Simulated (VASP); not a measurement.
Here is a VASP 6.6.1 calculation.

Contents of INCAR:

```
SYSTEM = Au
PREC = Accurate
ENCUT = 520
EDIFF = 1E-7
ISMEAR = 0
SIGMA = 0.1
LREAL = .FALSE.
LASPH = .TRUE.
NELM = 100
ALGO = Normal
ISIF = 2
LWAVE = .FALSE.
LCHARG = .FALSE.
GGA = PE
NBANDS = 12
```

KPOINTS

```
Automatic mesh
0
G
  24 24 24
  0 0 0
```

The input POSCAR:

```
Au
1.0
    0.0000000000      2.1396928023      2.1396928023
    2.1396928023      0.0000000000      2.1396928023
    2.1396928023      2.1396928023      0.0000000000
Au
1
Direct
    0.0000000000      0.0000000000      0.0000000000
```

Potentials or basis: VASP PAW PBE potentials, release 64 (Au).

Run with:

```sh
$ cat potpaw_PBE.64/Au/POTCAR > POTCAR
$ mpirun -np 1 vasp_std > vasp.out
```

Task: Predict the pressure.

Result: -9.5 GPa.

Task: What does it give for the band gap on the k mesh?

Result: Zero (an odd number of electrons rules out a gap without spin polarisation).

Caveat: the cell stands under tension; spin-orbit coupling is left out, which moves the levels of the heavy elements.
